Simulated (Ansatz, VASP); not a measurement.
**TiO: VASP beside Ansatz**

```
Ti O
1.0
     3.03100    0.00000    0.00000
    -1.51550    2.62492    0.00000
     0.00000    0.00000    3.23770
Ti O
1 1
Direct
  0.66667 0.33333 0.00000
  0.00000 0.00000 0.50000
```

Alike in both runs: task single point; functional r2SCAN; k mesh 6 × 6 × 6; occupations gaussian, width 0.01 eV; no spin polarisation.

|  | VASP | Ansatz |
| --- | --- | --- |
| version | VASP 6.6.1 | Ansatz 0.2.0 |
| potentials or method | VASP PAW PBE potentials, release 64 (Ti_sv, O), cutoff 520 eV | scalar-relativistic, plane waves, PAW |
| valence electrons in the cell | 18 | 18 |

```tsv
	VASP	Ansatz	Ansatz less VASP
gap on the k mesh at the Fermi level (eV)	0.17	0.17	+0.002
least direct gap on the mesh (eV)	0.17	0.17	+0.002
```

VASP's potentials were made for PBE, not for r2SCAN. With one functional, cell and mesh, what is left measures potentials, basis and numerics.
